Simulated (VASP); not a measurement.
**Na: relaxation of cell and atoms with PBE**

The system is Na.

```
CELL_PARAMETERS angstrom
-4.23301 4.23301 4.23301
4.23301 -4.23301 4.23301
4.23301 4.23301 -4.23301
ATOMIC_POSITIONS crystal
Na 0.50000 0.00000 0.45133
Na 0.45133 0.50000 0.00000
Na 0.00000 0.95133 0.50000
Na 0.95133 0.50000 0.00000
Na 0.00000 0.45133 0.50000
Na 0.50000 0.00000 0.95133
Na 0.54867 0.54867 0.54867
Na 0.04867 0.04867 0.04867
```

| Property | Result |
| --- | --- |
| Program | VASP 6.6.1 |
| Task | relaxation of cell and atoms |
| Functional | PBE |
| Potentials or basis | VASP PAW PBE potentials, release 64 (Na_pv) |
| Cutoff | 600 eV |
| k mesh | 6 × 6 × 6 |
| Occupations | gaussian, width 0.1 eV |
| Spin | no spin polarisation |
| Dipole correction | no |
| Further INCAR settings | ALGO = Normal; EDIFF = 1e-07; IBRION = 2; EDIFFG = -0.01; NSW = 100; ISIF = 3 |

- Relaxed volume: 36.87 Å³/atom
- Relaxed cell: a = 7.263 Å, b = 7.263 Å, c = 7.263 Å, α = 109.47°, β = 109.47°, γ = 109.47°
- Space group after relaxing (to 0.05 Å): I-43d (No. 220)
- Energy gained by relaxing: 5.1 meV/atom
- Ionic steps: 10
- Pressure after relaxing: 0.0 GPa
- Largest force after relaxing: 0.009 eV/Å
- Band gap on the k mesh: zero (band 28 reaches 1.11 eV, above the bottom of band 29 at -0.78 eV)

Forces on the atoms (eV/Å):
```
Na   0.005  0.005 -0.005
Na  -0.005  0.005  0.005
Na   0.005 -0.005  0.005
Na  -0.005  0.005  0.005
Na   0.005 -0.005  0.005
Na   0.005  0.005 -0.005
Na  -0.005 -0.005 -0.005
Na  -0.005 -0.005 -0.005
```

The path:
```csv
step,energy change (eV),largest force (eV/Å),pressure (GPa),volume (Å³)
1,0.0000,0.0359,-0.14,303.40
2,-0.0016,0.0360,-0.11,301.94
3,-0.0046,0.0366,0.00,297.60
4,-0.0016,0.0366,0.23,289.04
5,-0.0049,0.0370,0.05,295.42
6,-0.0063,0.0359,0.05,295.41
7,-0.0101,0.0326,0.06,295.38
8,-0.0169,0.0289,0.05,295.32
9,-0.0279,0.0209,0.04,295.20
10,-0.0411,0.0089,0.03,294.95
```

Final structure:
```yaml
crystal:
  lattice:
    - [-4.19336, 4.19336, 4.19336]
    - [4.19336, -4.19336, 4.19336]
    - [4.19336, 4.19336, -4.19336]
  atoms:
    - { symbol: Na, position: [0.50000, 0.00000, 0.48199] }
    - { symbol: Na, position: [0.48199, 0.50000, 0.00000] }
    - { symbol: Na, position: [0.00000, 0.98199, 0.50000] }
    - { symbol: Na, position: [0.98199, 0.50000, 0.00000] }
    - { symbol: Na, position: [0.00000, 0.48199, 0.50000] }
    - { symbol: Na, position: [0.50000, 0.00000, 0.98199] }
    - { symbol: Na, position: [0.51801, 0.51801, 0.51801] }
    - { symbol: Na, position: [0.01801, 0.01801, 0.01801] }
```

Levels at points of the mesh, in eV from the Fermi level:
| k point | band 24 | band 25 | band 26 | band 27 | band 28 | band 29 | band 30 | band 31 | band 32 | band 33 |
| --- | --- | --- | --- | --- | --- | --- | --- | --- | --- | --- |
| (0.00, 0.00, 0.00) | -24.86 | -3.25 | 0.80 | 0.80 | 0.80 | 0.80 | 0.80 | 0.80 | 1.26 | 1.26 |
| (0.50, 0.00, 0.00) | -24.86 | -2.16 | -2.16 | -0.04 | -0.04 | -0.04 | -0.04 | 1.78 | 1.78 | 2.30 |
| (0.50, 0.50, 0.50) | -24.87 | -1.08 | -1.08 | -1.08 | -1.08 | -1.08 | -1.08 | 2.76 | 2.76 | 2.76 |

Wall time 26 min on 1 thread of AMD EPYC 9R45 (Zen 5), on a shared host, peak memory 0.54 GiB.
